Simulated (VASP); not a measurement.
# Zn (I4_1/amd) in VASP: notebook

Zn is run at these levels: PBE; tasks: relaxation of cell and atoms.

Everything below comes from runs of VASP 6.6.1. Logs are shortened: lines on timing, memory, paths and dates and some standing lists are left out, and cuts for length are marked.

## 1. The cell of the first run

It takes space group I4_1/amd (No. 141, tetragonal). Conventional cell: a = 4.317 Å, b = 4.317 Å, c = 2.374 Å, α = 90.00°, β = 90.00°, γ = 90.00°. Within 3.0 Å of Zn (site symmetry -4m2) lie 10 Zn at 2.24 to 2.80 Å.

## 2. Relaxation of cell and atoms, PBE, target pressure 54 GPa, at which the enthalpy is minimised

Contents of INCAR:

```
SYSTEM = Zn
  PREC = Accurate
  ENCUT = 600
  EDIFF = 1E-6
  ISMEAR = -1
  SIGMA = 0.05
  LREAL = .False.
  LASPH = .True.
  NELM = 60
  ALGO = Normal
  ISIF = 3
  LWAVE = .False.
  LCHARG = .False.
  GGA = PE
  IBRION = 2
  NSW = 60
  EDIFFG = -0.005
  PSTRESS = 540.0
```

Contents of KPOINTS:

```
regular mesh
0
Gamma
  18 18 18
  0 0 0
```

Contents of POSCAR:

```
Zn
1.0
   -2.1583601746      2.1583601746      1.1870980960
    2.1583601746     -2.1583601746      1.1870980960
    2.1583601746      2.1583601746     -1.1870980960
Zn
2
Direct
   -0.3750000000     -0.1250000000     -0.2500000000
    0.3750000000      0.1250000000      0.2500000000
```

Potentials or basis: VASP PAW PBE potentials, release 64 (Zn).

Launch:

```sh
$ cat potpaw_PBE.64/Zn/POTCAR > POTCAR
$ mpirun -np 1 vasp_std > vasp.out
```

OUTCAR:

```text
SYSTEM = Zn
   PREC = Accurate
   ENCUT = 600
   EDIFF = 1E-6
   ISMEAR = -1
   LREAL = .False.
   LASPH = .True.
   NELM = 60
   ISIF = 3
   GGA = PE
   IBRION = 2
   NSW = 60
   EDIFFG = -0.005
   PSTRESS = 540.0

 ion  position               nearest neighbor table
   1  0.625  0.875  0.750-   2 2.24   2 2.24   2 2.24   2 2.24   2 2.80   2 2.80   2 2.80   2 2.80

   2  0.375  0.125  0.250-   1 2.24   1 2.24   1 2.24   1 2.24   1 2.80   1 2.80   1 2.80   1 2.80

  LATTYP: Found a body centered tetragonal cell.
 ALAT       =     4.3167203492
 C/A-ratio  =     0.5500000000

  Lattice vectors:

 A1 = (  -2.1583601746,   2.1583601746,   1.1870980960)
 A2 = (   2.1583601746,  -2.1583601746,   1.1870980960)
 A3 = (   2.1583601746,   2.1583601746,  -1.1870980960)

Analysis of symmetry for initial positions (statically):
=====================================================================
 Subroutine PRICEL returns:
 Original cell was already a primitive cell.

 Routine SETGRP: Setting up the symmetry group for a
 body centered tetragonal supercell.

 Subroutine GETGRP returns: Found 16 space group operations
 (whereof  4 operations were pure point group operations)
 out of a pool of 16 trial point group operations.

The static configuration has the point symmetry C_2h.
 The point group associated with its full space group is D_4h.

Analysis of symmetry for dynamics (positions and initial velocities):
=====================================================================
 Subroutine PRICEL returns:
 Original cell was already a primitive cell.

 Routine SETGRP: Setting up the symmetry group for a
 body centered tetragonal supercell.

 Subroutine GETGRP returns: Found 16 space group operations
 (whereof  4 operations were pure point group operations)
 out of a pool of 16 trial point group operations.

The dynamic configuration has the point symmetry C_2h.
 The point group associated with its full space group is D_4h.

 Subroutine INISYM returns: Found 16 space group operations
 (whereof  4 operations are pure point group operations),
 and found     1 'primitive' translations

----------------------------------------------------------------------------------------

                                     Primitive cell

  volume of cell :      22.1205

  direct lattice vectors                    reciprocal lattice vectors
    -2.158360175  2.158360175  1.187098096     0.000000000  0.231657351  0.421195183
     2.158360175 -2.158360175  1.187098096     0.231657351  0.000000000  0.421195183
     2.158360175  2.158360175 -1.187098096     0.231657351  0.231657351  0.000000000

  length of vectors
     3.275093766  3.275093766  3.275093766     0.480697941  0.480697941  0.327612967

  position of ions in fractional coordinates (direct lattice)
[... 76 lines left out ...]
   LASPH  =      T    aspherical Exc in radial PAW
   ENCUT  =  600.0 eV  44.10 Ry    6.64 a.u.   6.54  6.54  6.54*2*pi/ulx,y,z
   NELM   =     60;   NELMIN=  2; NELMDL= -5     # of ELM steps
   EDIFF  = 0.1E-05   stopping-criterion for ELM
   LREAL  =      F    real-space projection
   EDIFFG = -.5E-02   stopping-criterion for IOM
   NSW    =     60    number of steps for IOM
   IBRION =      2    ionic relax: 0-MD 1-quasi-New 2-CG
   NFREE  =      1    steps in history (QN), initial steepest desc. (CG)
   ISIF   =      3    stress and relaxation
   ISYM   =      2    0-nonsym 1-usesym 2-fastsym
   POTIM  = 0.5000    time-step for ionic-motion
   TEBEG  =    0.0;   TEEND  =   0.0 temperature during run
   PSTRESS=  540.0 pullay stress
   NELECT =      24.0000    total number of electrons
   NUPDOWN=      -1.0000    fix difference up-down
   EMIN   =  10.00;   EMAX   =-10.00  energy-range for DOS
   EFERMI =   0.00;   METHOD = LEGACY
   ISMEAR =    -1;   SIGMA  =   0.05  broadening in eV -4-tet -1-fermi 0-gaus
   EFERMI_NEDOS =   21; number of points for ismear=-14 and -15
   IALGO  =     38    algorithm
   IMIX   =      4    mixing-type and parameters
     AMIX     =   0.40;   BMIX     =  1.00
     AMIX_MAG =   1.60;   BMIX_MAG =  1.00
  volume/ion in A,a.u.               =      11.06        74.64
  Fermi-wavevector in a.u.,A,eV,Ry     =   1.682211  3.178918 38.502221  2.829833
  Thomas-Fermi vector in A             =   2.765630
   LORBIT       =      0    0 simple, 1 ext, 2 COOP (PROOUT), +10 PAW based schemes
   GGA     = PE    functional components
   LHFCALC =     F    Hartree Fock is set to
   AEXX    =    0.0000 exact exchange contribution
   IVDW    =     0    specifies the selected vdW correction
   LEPSILON=     F    determine dielectric tensor
   LRPA    =     F    only Hartree local field effects (RPA)
 conjugate gradient relaxation of ions
 non-spin polarized calculation
  energy-cutoff  :      600.00
  volume of cell :       22.12
 maximum number of plane-waves:       757
 NGX is ok and might be reduce to    28
   NGX = 13   NGY = 13   NGZ = 13

--------------------------------------- Ionic step        1  -------------------------------------------

 number of electron      23.9999997 magnetization

 Free energy of the ion-electron system (eV)
  ---------------------------------------------------
  ext. energy  EPLUGINS =         0.00000000
  ---------------------------------------------------
  free energy    TOTEN  =         0.08062562 eV

  energy without entropy =        0.08507306  energy(sigma->0) =        0.08284934

 E-fermi :   5.9124     XC(G=0): -13.2901

 val. band max:        5.9121890748   @ k =   0.3333   0.1111   0.0556
 cond. band min:       5.9209700128   @ k =  -0.1667  -0.3333   0.1111
 fundamental gap:      0.0087809379
 Fermi energy:         5.9124390902

 k-point     1 :       0.0000    0.0000    0.0000
  band No.  band energies     occupation
      1      -7.4559      2.00000
      2      -4.5501      2.00000
      3      -4.2085      2.00000
      4      -3.7660      2.00000
      5      -3.5676      2.00000
      6      -2.3801      2.00000
[... 556 lines left out ...]
  energy  without entropy=       -0.6573136969  energy(sigma->0) =       -0.65926555

  enthalpy is  TOTEN    =         7.4039506236 eV   P V=        8.0651680365

[... ionic steps 4 to 11 ...]

--------------------------------------- Ionic step       12  -------------------------------------------

 number of electron      23.9999987 magnetization

------------------------ aborting loop because EDIFF is reached ----------------------------------------
[... 71 lines left out ...]
--------------------------------------- Ionic step       14  -------------------------------------------

 number of electron      23.9999987 magnetization

 Free energy of the ion-electron system (eV)
  ---------------------------------------------------
  ext. energy  EPLUGINS =         0.00000000
  ---------------------------------------------------
  free energy    TOTEN  =        -0.57733783 eV

  energy without entropy =       -0.57336961  energy(sigma->0) =       -0.57535372

 E-fermi :   5.2884     XC(G=0): -12.9140

 val. band max:        5.2851389269   @ k =  -0.1667  -0.3333   0.0556
 cond. band min:       5.3012133067   @ k =  -0.3889   0.3889   0.2222
 fundamental gap:      0.0160743798
 Fermi energy:         5.2884136128

 k-point     1 :       0.0000    0.0000    0.0000
  band No.  band energies     occupation
      1      -7.4475      2.00000
      2      -4.6626      2.00000
      3      -4.4144      2.00000
      4      -4.3645      2.00000
      5      -4.1534      2.00000
      6      -2.6584      2.00000
[... 480 lines left out ...]
  energy  without entropy=       -0.5733696095  energy(sigma->0) =       -0.57535372

  enthalpy is  TOTEN    =         7.3650302668 eV   P V=        7.9423681003

 reached required accuracy - stopping structural energy minimisation
```

CONTCAR:

```text
Zn
   1.00000000000000
    -2.2640708097145570    2.2640708097145570    1.1492825997920875
     2.2640708097145570   -2.2640708097145570    1.1492825997920875
     2.2640708097145570    2.2640708097145570   -1.1492825997920875
  Zn
     2
Direct
     0.6250000000000000    0.8750000000000000    0.7500000000000000
     0.3750000000000000    0.1250000000000000    0.2500000000000000

  0.00000000E+00  0.00000000E+00  0.00000000E+00
  0.00000000E+00  0.00000000E+00  0.00000000E+00
```

Run time: 25 min. Hardware: 1 thread of Intel Xeon Platinum 8259CL at 2.50GHz (Skylake/Cascade Lake), shared host; peak memory 0.32 GiB.

Results:

- Free energy: -0.5773 eV
- Relaxed volume: 11.78 Å³/atom
- Relaxed cell: a = 3.402 Å, b = 3.402 Å, c = 3.402 Å, α = 96.55°, β = 96.55°, γ = 140.51°
- Space group after relaxing (to 0.1 Å): I4_1/amd (No. 141)
- Energy change on relaxing (the run minimises the enthalpy): -329.0 meV/atom
- Ionic steps: 14
- Pressure after relaxing: 54.0 GPa
- Band gap on the k mesh: zero (bands 12 and 13 overlap by 7.57 eV)

Step by step:
| step | energy change (eV) | largest force (eV/Å) | pressure (GPa) | volume (Å³) |
| --- | --- | --- | --- | --- |
| 1 | 0.0000 | 0.0000 | 74.56 | 22.12 |
| 2 | -1.4560 | 0.0000 | 25.11 | 26.94 |
| 3 | -0.7418 | 0.0000 | 50.06 | 23.93 |
| 4 | -0.7195 | 0.0000 | 50.83 | 23.86 |
| 5 | -0.6565 | 0.0000 | 54.03 | 23.56 |
| 6 | -0.6446 | 0.0000 | 54.47 | 23.53 |
| 7 | -0.6470 | 0.0000 | 54.31 | 23.53 |
| 8 | -0.6698 | 0.0000 | 53.60 | 23.60 |
| 9 | -0.6611 | 0.0000 | 53.94 | 23.57 |
| 10 | -0.6605 | 0.0000 | 54.00 | 23.57 |
| 11 | -0.6609 | 0.0000 | 53.84 | 23.57 |
| 12 | -0.6500 | 0.0000 | 54.38 | 23.54 |
| 13 | -0.6572 | 0.0000 | 54.07 | 23.56 |
| 14 | -0.6580 | 0.0000 | 54.01 | 23.56 |

Final structure:
```cif
data_structure
_symmetry_space_group_name_H-M 'P 1'
_symmetry_Int_Tables_number 1
_cell_length_a 3.4019
_cell_length_b 3.4019
_cell_length_c 3.4019
_cell_angle_alpha 96.554
_cell_angle_beta 96.554
_cell_angle_gamma 140.510
_cell_volume 23.56
loop_
_atom_site_label
_atom_site_type_symbol
_atom_site_fract_x
_atom_site_fract_y
_atom_site_fract_z
_atom_site_occupancy
Zn1 Zn 0.62500 0.87500 0.75000 1
Zn2 Zn 0.37500 0.12500 0.25000 1
```

Levels at points of the mesh, in eV from the Fermi level:
```
           k point  band 8  band 9  band 10  band 11  band 12  band 13  band 14  band 15  band 16
(0.00, 0.00, 0.00)   -7.93   -7.93    -7.65    -7.28     1.08     1.08     5.67     6.89    16.20
(0.50, 0.00, 0.00)   -7.86   -7.67    -7.46    -3.49    -1.13     2.88     3.87     6.55     7.46
(0.50, 0.50, 0.00)   -7.99   -7.78    -7.78    -7.40    -7.40     6.19     6.19     8.81     8.81
(0.50, 0.50, 0.50)   -7.90   -7.88    -7.88    -5.15    -5.15    -2.68    -2.68    17.30    17.30
```

Caveat: the cell is relaxed towards a set pressure, so the run minimises the enthalpy, not the energy.

(Part 1 of 2 ends here.)

The gap in the log of VASP goes by the Fermi energy; the results here count the filled bands.